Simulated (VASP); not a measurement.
# Pt (Fm-3m) in VASP: settings compared

The runs below take Pt through single point, relaxation of cell and atoms, with revPBE, PBE, PBE+D4.

Everything below comes from runs of VASP 6.6.1. Logs are shortened: lines on timing, memory, paths and dates and some standing lists are left out, and cuts for length are marked.

## Step 1: The cell of the first run

Symmetry: Fm-3m, No. 225, cubic system. The conventional cell has a = 3.987 Å, b = 3.987 Å, c = 3.987 Å, α = 90.00°, β = 90.00°, γ = 90.00°. Within 3.7 Å of Pt (site symmetry m-3m) lie 12 Pt at 2.82 Å.

## Step 2: Single point, revPBE

The input, INCAR:

```
SYSTEM = Pt
PREC = Accurate
ENCUT = 520
EDIFF = 1E-7
ISMEAR = -1
SIGMA = 0.05
LREAL = .FALSE.
LASPH = .TRUE.
NELM = 80
ALGO = Normal
ISIF = 2
LWAVE = .FALSE.
LCHARG = .FALSE.
GGA = RE
NBANDS = 11
```

The input, KPOINTS:

```
regular mesh
0
G
  12 12 12
  0 0 0
```

The input, POSCAR:

```
Pt
1.0
    0.0000000000      1.9933232758      1.9933232758
    1.9933232758      0.0000000000      1.9933232758
    1.9933232758      1.9933232758      0.0000000000
Pt
1
Direct
    0.0000000000      0.0000000000      0.0000000000
```

Potentials or basis: VASP PAW PBE potentials, release 64 (Pt).

On the command line:

```console
cat potpaw_PBE.64/Pt/POTCAR > POTCAR
mpirun -np 1 vasp_std > vasp.out
```

OUTCAR:

```text
SYSTEM = Pt
   PREC = Accurate
   ENCUT = 520
   EDIFF = 1E-7
   ISMEAR = -1
   LREAL = .FALSE.
   LASPH = .TRUE.
   NELM = 80
   ISIF = 2
   GGA = RE

 ion  position               nearest neighbor table
   1  0.000  0.000  0.000-

  LATTYP: Found a face centered cubic cell.
 ALAT       =     3.9866465516

  Lattice vectors:

 A1 = (   0.0000000000,   1.9933232758,   1.9933232758)
 A2 = (   1.9933232758,   0.0000000000,   1.9933232758)
 A3 = (   1.9933232758,   1.9933232758,   0.0000000000)

Analysis of symmetry for initial positions (statically):
=====================================================================
 Subroutine PRICEL returns:
 Original cell was already a primitive cell.

 Routine SETGRP: Setting up the symmetry group for a
 face centered cubic supercell.

 Subroutine GETGRP returns: Found 48 space group operations
 (whereof 48 operations were pure point group operations)
 out of a pool of 48 trial point group operations.

The static configuration has the point symmetry O_h .

Analysis of symmetry for dynamics (positions and initial velocities):
=====================================================================
 Subroutine PRICEL returns:
 Original cell was already a primitive cell.

 Routine SETGRP: Setting up the symmetry group for a
 face centered cubic supercell.

 Subroutine GETGRP returns: Found 48 space group operations
 (whereof 48 operations were pure point group operations)
 out of a pool of 48 trial point group operations.

The dynamic configuration has the point symmetry O_h .

 Subroutine INISYM returns: Found 48 space group operations
 (whereof 48 operations are pure point group operations),
 and found     1 'primitive' translations

----------------------------------------------------------------------------------------

                                     Primitive cell

  volume of cell :      15.8403

  direct lattice vectors                    reciprocal lattice vectors
     0.000000000  1.993323276  1.993323276    -0.250837386  0.250837386  0.250837386
     1.993323276  0.000000000  1.993323276     0.250837386 -0.250837386  0.250837386
     1.993323276  1.993323276  0.000000000     0.250837386  0.250837386 -0.250837386

  length of vectors
     2.818984811  2.818984811  2.818984811     0.434463097  0.434463097  0.434463097

  position of ions in fractional coordinates (direct lattice)
     0.000000000  0.000000000  0.000000000

  ion indices of the primitive-cell ions
   primitive index   ion index
                 1           1

----------------------------------------------------------------------------------------

 KPOINTS: regular mesh

Automatic generation of k-mesh.
 Grid dimensions read from file:
 generate k-points for:   12   12   12

 Generating k-lattice:

  Cartesian coordinates                     Fractional coordinates (reciprocal lattice)
    -0.020903116  0.020903116  0.020903116     0.083333333  0.000000000  0.000000000
     0.020903116 -0.020903116  0.020903116     0.000000000  0.083333333  0.000000000
     0.020903116  0.020903116 -0.020903116     0.000000000  0.000000000  0.083333333

  Length of vectors
     0.036205258  0.036205258  0.036205258

  Shift w.r.t. Gamma in fractional coordinates (k-lattice)
     0.000000000  0.000000000  0.000000000

 Subroutine IBZKPT returns following result:
 ===========================================

 Found     72 irreducible k-points:

 Following reciprocal coordinates:
            Coordinates               Weight
  0.000000  0.000000  0.000000      1.000000
  0.083333  0.000000  0.000000      8.000000
  0.166667  0.000000  0.000000      8.000000
  0.250000  0.000000  0.000000      8.000000
  0.333333  0.000000  0.000000      8.000000
  0.416667  0.000000  0.000000      8.000000
[... 16 lines left out ...]
  0.500000  0.166667  0.000000     24.000000
 -0.416667  0.166667  0.000000     24.000000
 [... further k-points ...]
   k-points           NKPTS =     72   k-points in BZ     NKDIM =     72   number of bands    NBANDS=     11
   number of dos      NEDOS =    301   number of ions     NIONS =      1
   total plane-waves  NPLWV =  13824
   dimension x,y,z NGX =    24 NGY =   24 NGZ =   24
   dimension x,y,z NGXF=    48 NGYF=   48 NGZF=   48
   ions per type =               1
   NGX,Y,Z   is equivalent  to a cutoff of  14.15, 14.15, 14.15 a.u.
   NGXF,Y,Z  is equivalent  to a cutoff of  28.31, 28.31, 28.31 a.u.
 SYSTEM =  Pt
   PREC   = accura    normal or accurate (medium, high low for compatibility)
   ISTART =      0    job   : 0-new  1-cont  2-samecut
   ICHARG =      2    charge: 1-file 2-atom 10-const
   ISPIN  =      1    spin polarized calculation?
   LNONCOLLINEAR =      F non collinear calculations
   LSORBIT =      F    spin-orbit coupling
   LASPH  =      T    aspherical Exc in radial PAW
   ENCUT  =  520.0 eV  38.22 Ry    6.18 a.u.   5.24  5.24  5.24*2*pi/ulx,y,z
   NELM   =     80;   NELMIN=  2; NELMDL= -5     # of ELM steps
   EDIFF  = 0.1E-06   stopping-criterion for ELM
   LREAL  =      F    real-space projection
   EDIFFG = 0.1E-05   stopping-criterion for IOM
   NSW    =      0    number of steps for IOM
   IBRION =     -1    ionic relax: 0-MD 1-quasi-New 2-CG
   NFREE  =      0    steps in history (QN), initial steepest desc. (CG)
   ISIF   =      2    stress and relaxation
   ISYM   =      2    0-nonsym 1-usesym 2-fastsym
   POTIM  = 0.5000    time-step for ionic-motion
   TEBEG  =    0.0;   TEEND  =   0.0 temperature during run
   PSTRESS=    0.0 pullay stress
   NELECT =      10.0000    total number of electrons
   NUPDOWN=      -1.0000    fix difference up-down
   EMIN   =  10.00;   EMAX   =-10.00  energy-range for DOS
   EFERMI =   0.00;   METHOD = LEGACY
   ISMEAR =    -1;   SIGMA  =   0.05  broadening in eV -4-tet -1-fermi 0-gaus
   EFERMI_NEDOS =   21; number of points for ismear=-14 and -15
   IALGO  =     38    algorithm
   IMIX   =      4    mixing-type and parameters
     AMIX     =   0.40;   BMIX     =  1.00
     AMIX_MAG =   1.60;   BMIX_MAG =  1.00
  volume/ion in A,a.u.               =      15.84       106.90
  Fermi-wavevector in a.u.,A,eV,Ry     =   1.404388  2.653908 26.834846  1.972306
  Thomas-Fermi vector in A             =   2.526955
   LORBIT       =      0    0 simple, 1 ext, 2 COOP (PROOUT), +10 PAW based schemes
   GGA     = RE    functional components
   LHFCALC =     F    Hartree Fock is set to
   AEXX    =    0.0000 exact exchange contribution
   IVDW    =     0    specifies the selected vdW correction
   LEPSILON=     F    determine dielectric tensor
   LRPA    =     F    only Hartree local field effects (RPA)
 non-spin polarized calculation
  energy-cutoff  :      520.00
  volume of cell :       15.84
 maximum number of plane-waves:       444
 NGX is ok and might be reduce to    24
   NGX = 11   NGY = 11   NGZ = 11

 number of electron      10.0000001 magnetization

 Free energy of the ion-electron system (eV)
  ---------------------------------------------------
  ext. energy  EPLUGINS =         0.00000000
  ---------------------------------------------------
  free energy    TOTEN  =        -5.58938827 eV

  energy without entropy =       -5.57324638  energy(sigma->0) =       -5.58131732

 E-fermi :  10.4213     XC(G=0): -13.1524

 val. band max:       10.4211554713   @ k =  -0.4167   0.4167   0.1667
 cond. band min:      10.4230299198   @ k =   0.4167   0.3333   0.0000
 fundamental gap:      0.0018744485
 Fermi energy:        10.4213254710

 k-point     1 :       0.0000    0.0000    0.0000
  band No.  band energies     occupation
      1       0.7543      2.00000
      2       6.9204      2.00000
      3       6.9204      2.00000
      4       6.9204      2.00000
      5       8.9007      2.00000
      6       8.9007      2.00000
      7      25.1520      0.00000
      8      29.8596      0.00000
      9      29.8596      0.00000
     10      29.8596      0.00000
     11      35.0155      0.00000

 k-point     2 :       0.0833    0.0000    0.0000
  band No.  band energies     occupation
      1       1.0190      2.00000
      2       6.8105      2.00000
      3       7.0205      2.00000
      4       7.0205      2.00000
      5       8.8489      2.00000
      6       8.8489      2.00000
      7      25.5409      0.00000
      8      28.5378      0.00000
      9      30.2513      0.00000
     10      30.2513      0.00000
     11      36.2809      0.00000

 k-point     3 :       0.1667    0.0000    0.0000
  band No.  band energies     occupation
      1       1.7560      2.00000
      2       6.5906      2.00000
      3       7.2242      2.00000
      4       7.2242      2.00000
      5       8.8097      2.00000
      6       8.8097      2.00000
      7      26.0870      0.00000
      8      26.4938      0.00000
      9      31.3296      0.00000
     10      31.3296      0.00000
     11      34.7176      0.00000

 k-point     4 :       0.2500    0.0000    0.0000
  band No.  band energies     occupation
      1       2.7249      2.00000
      2       6.6013      2.00000
      3       7.2669      2.00000
      4       7.2669      2.00000
      5       9.0725      2.00000
      6       9.0725      2.00000
      7      23.4341      0.00000
      8      26.6878      0.00000
      9      32.5083      0.00000
     10      32.5083      0.00000
     11      33.5177      0.00000
[... 239 lines left out ...]
 k-point    22 :       0.4167    0.1667    0.0000
  band No.  band energies     occupation
      1       4.2217      2.00000
      2       6.3138      2.00000
      3       6.8009      2.00000
      4       7.7549      2.00000
      5      10.3788      1.40121
      6      10.9489      0.00005
      7      19.5378      0.00000
      8      26.2186      0.00000
      9      27.3400      0.00000
     10      29.0927      0.00000
     11      36.6451      0.00000

 k-point    23 :       0.5000    0.1667    0.0000
  band No.  band energies     occupation
      1       4.3138      2.00000
      2       6.3270      2.00000
      3       7.4859      2.00000
      4       7.5794      2.00000
      5      10.4959      0.36713
      6      12.8116      0.00000
      7      16.5958      0.00000
      8      25.4297      0.00000
      9      27.4451      0.00000
     10      27.8532      0.00000
     11      37.1930      0.00000

 k-point    24 :      -0.4167    0.1667    0.0000
  band No.  band energies     occupation
      1       4.3681      2.00000
      2       6.3389      2.00000
      3       7.4971      2.00000
      4       7.7846      2.00000
      5      10.1357      1.99341
      6      13.3549      0.00000
      7      16.1413      0.00000
      8      24.9582      0.00000
      9      27.0970      0.00000
     10      28.5243      0.00000
     11      36.7440      0.00000

 [... further k-points ...]
[... 5 lines left out ...]
  --------------------------------------------------------------------------------------
  -------------------------------------------------------------------------------------
  Total       -0.0414872     -0.0414872     -0.0414872     -0.0000000     -0.0000000      0.0000000
  in kB       -4.1962471     -4.1962471     -4.1962471     -0.0000000     -0.0000000      0.0000000
  external PRESSURE =      -4.1962471 kB  Pullay stress =       0.0000000 kB

 VOLUME and BASIS-vectors are now :
 -----------------------------------------------------------------------------
  energy-cutoff  :      520.00
  volume of cell :       15.84
      direct lattice vectors                 reciprocal lattice vectors
     0.000000000  1.993323276  1.993323276    -0.250837386  0.250837386  0.250837386
     1.993323276  0.000000000  1.993323276     0.250837386 -0.250837386  0.250837386
     1.993323276  1.993323276  0.000000000     0.250837386  0.250837386 -0.250837386

 POSITION                                       TOTAL-FORCE (eV/Angst)
 -----------------------------------------------------------------------------------
      0.00000      0.00000      0.00000        -0.000000      0.000000     -0.000000
 -----------------------------------------------------------------------------------
    total drift:                               -0.000000     -0.000000     -0.000000

  FREE ENERGIE OF THE ION-ELECTRON SYSTEM (eV)
  ---------------------------------------------------
  free  energy   TOTEN  =        -5.5893882660 eV

  energy  without entropy=       -5.5732463819  energy(sigma->0) =       -5.58131732
```

It took 32 s on 1 thread of AMD EPYC 7R13, shared host; peak memory 0.12 GiB.

Results:

- Free energy: -5.5894 eV
- Pressure: -0.4 GPa
- Band gap on the k mesh: zero (band 5 reaches 10.86 eV, above the bottom of band 6 at 8.81 eV)

Caveat: the PAW data sets were made with another functional, which shifts forces and pressure a little; spin-orbit coupling is left out, which moves the levels of the heavy elements.

## Step 3: Single point, PBE

This run uses another cell than the first one, of 15.08 Å³/atom, 0.952 times its volume.

The input, INCAR:

```
SYSTEM = Pt
PREC = Accurate
ENCUT = 520
EDIFF = 1E-6
ISMEAR = 0
SIGMA = 0.011
LREAL = .False.
LASPH = .True.
NELM = 60
ALGO = Normal
ISIF = 2
LWAVE = .False.
LCHARG = .False.
GGA = PE
NBANDS = 11
```

The input, KPOINTS:

```
Automatic mesh
0
Gamma
  12 12 12
  0 0 0
```

The input, POSCAR:

```
Pt
1.0
    0.0000000000      1.9609000000      1.9609000000
    1.9609000000      0.0000000000      1.9609000000
    1.9609000000      1.9609000000      0.0000000000
Pt
1
Direct
    0.0000000000      0.0000000000      0.0000000000
```

Potentials or basis: VASP PAW PBE potentials, release 64 (Pt).

On the command line:

```console
cat potpaw_PBE.64/Pt/POTCAR > POTCAR
mpirun -np 1 vasp_std > vasp.out
```

It took 31 s on 1 thread of AMD EPYC 7R13, shared host; peak memory 0.12 GiB.

The run converged. Its results:

* Free energy: -6.0828 eV
* Pressure: 9.7 GPa
* Band gap on the k mesh: zero (band 5 reaches 11.78 eV, above the bottom of band 6 at 9.54 eV)

Levels at points of the mesh, in eV from the Fermi level:
| k point | band 3 | band 4 | band 5 | band 6 | band 7 | band 8 |
| --- | --- | --- | --- | --- | --- | --- |
| (0.00, 0.00, 0.00) | -3.81 | -3.81 | -1.65 | -1.65 | 14.61 | 19.58 |
| (0.50, 0.00, 0.00) | -3.87 | -0.50 | 0.02 | 0.02 | 5.82 | 14.18 |
| (0.50, 0.50, 0.00) | -0.01 | 0.48 | 0.48 | 1.75 | 8.86 | 11.37 |

Caveat: spin-orbit coupling is left out, which moves the levels of the heavy elements.

## Step 4: Single point, PBE+D4

This run uses another cell than the first one, of 15.22 Å³/atom, 0.961 times its volume.

The input, INCAR:

```
SYSTEM = Pt
PREC     = Accurate       ! precision mode
ENCUT    = 520            ! plane-wave cutoff, eV
EDIFF    = 1E-6           ! SCF threshold, eV
ISMEAR   = -1             ! smearing method
SIGMA    = 0.05           ! smearing width, eV
LREAL    = .FALSE.        ! projectors in reciprocal space
LASPH    = .TRUE.         ! aspherical terms in the spheres
NELM     = 100            ! most SCF steps
ALGO     = Normal         ! electronic algorithm
ISIF     = 2              ! what is computed and relaxed
LWAVE    = .FALSE.        ! write WAVECAR
LCHARG   = .FALSE.        ! write CHGCAR
GGA      = PE             ! functional
IVDW     = 13             ! dispersion correction
NBANDS   = 11             ! bands
```

The input, KPOINTS:

```
Automatic mesh
0
G
  12 12 12
  0 0 0
```

The input, POSCAR:

```
Pt
1.0
    0.0000000000      1.9671277736      1.9671277736
    1.9671277736      0.0000000000      1.9671277736
    1.9671277736      1.9671277736      0.0000000000
Pt
1
Direct
    0.0000000000      0.0000000000      0.0000000000
```

On the command line:

```console
cat potpaw_PBE.64/Pt/POTCAR > POTCAR
mpirun -np 1 vasp_std > vasp.out
```

Wall time 29 s (1 thread of AMD EPYC 7R13, shared host); peak memory 0.12 GiB.

It converged, with:

```
Free energy                : -6.8662 eV
Pressure                   : -0.5 GPa
Band gap on the k mesh     : zero (band 5 reaches 11.58 eV, above the bottom of band 6 at 9.38 eV)
Dispersion energy per atom : -0.766 eV
```

Levels at points of the mesh, in eV from the Fermi level:
| k point | band 2 | band 3 | band 4 | band 5 | band 6 | band 7 | band 8 | band 9 |
| --- | --- | --- | --- | --- | --- | --- | --- | --- |
| (0.00, 0.00, 0.00) | -3.75 | -3.75 | -3.75 | -1.62 | -1.62 | 14.64 | 19.55 | 19.55 |
| (0.50, 0.00, 0.00) | -3.81 | -3.81 | -0.46 | 0.02 | 0.02 | 5.75 | 14.20 | 18.90 |
| (0.50, 0.50, 0.00) | -6.54 | -0.01 | 0.47 | 0.47 | 1.78 | 8.76 | 11.34 | 11.34 |

Caveat: spin-orbit coupling is left out, which moves the levels of the heavy elements; pairwise dispersion overbinds metals, which lowers pressure and volume.

(Continued in part 2 of 2.)
